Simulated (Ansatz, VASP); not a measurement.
## CdF2: VASP beside Ansatz

INCAR

```
SYSTEM = CdF2
PREC     = Accurate       ! precision mode
ENCUT    = 520            ! plane-wave cutoff, eV
EDIFF    = 1E-6           ! SCF threshold, eV
ISMEAR   = 0              ! smearing method
SIGMA    = 0.02           ! smearing width, eV
LREAL    = .False.        ! projectors in reciprocal space
LASPH    = .True.         ! aspherical terms in the spheres
NELM     = 100            ! most SCF steps
ALGO     = Normal         ! electronic algorithm
ISIF     = 2              ! what is computed and relaxed
LWAVE    = .False.        ! write WAVECAR
LCHARG   = .False.        ! write CHGCAR
GGA      = PE             ! functional
NBANDS   = 20             ! bands
```

KPOINTS

```
Automatic mesh
0
Gamma
  8 8 8
  0 0 0
```

The input POSCAR:

```
CdF2
1.0
    0.0000000000      2.7406778771      2.7406778771
    2.7406778771      0.0000000000      2.7406778771
    2.7406778771      2.7406778771      0.0000000000
Cd F
1 2
Direct
    0.5000000000      0.5000000000      0.5000000000
    0.2500000000      0.2500000000      0.2500000000
    0.7500000000      0.7500000000      0.7500000000
```

Input for Ansatz:

```yaml
crystal:
  lattice:
    - [0.0, 2.7406778771, 2.7406778771]
    - [2.7406778771, 0.0, 2.7406778771]
    - [2.7406778771, 2.7406778771, 0.0]
  atoms:
    - { symbol: Cd, position: [0.5, 0.5, 0.5] }
    - { symbol: F, position: [0.25, 0.25, 0.25] }
    - { symbol: F, position: [0.75, 0.75, 0.75] }
basis:
  ecutwfc: 420
kpoints:
  mp_grid: { grid: [8, 8, 8] }
  band_path: { path: [VBM, CBM], npoints: 2 }
hamiltonian:
  xc: pbe
scf:
  occupations: { method: gaussian, width: 0.02 }
output:
  forces: false
  stress: false
  eigenvalues: true
checkpoint:
  read: start.run
  write: ck
  compress: false
  write_wavefunctions: false
  write_every: 100000
```

Alike in both runs: task single point; functional PBE; k mesh 8 × 8 × 8; occupations gaussian, width 0.02 eV; no spin polarisation.

```csv
,VASP,Ansatz
version,VASP 6.6.1,Ansatz 0.2.0
potentials or method,"VASP PAW PBE potentials, release 64 (Cd, F), cutoff 520 eV","scalar-relativistic, plane waves, PAW"
valence electrons in the cell,26,34
```

|  | VASP | Ansatz | Ansatz less VASP |
| --- | --- | --- | --- |
| gap on the k mesh at the Fermi level (eV) | 2.89 | 2.92 | +0.030 |
| least direct gap on the mesh (eV) | 3.44 | 3.47 | +0.030 |

VASP's potentials hold 26 valence electrons a cell and Ansatz's 34, so a difference there can come from the potentials and not from the codes.
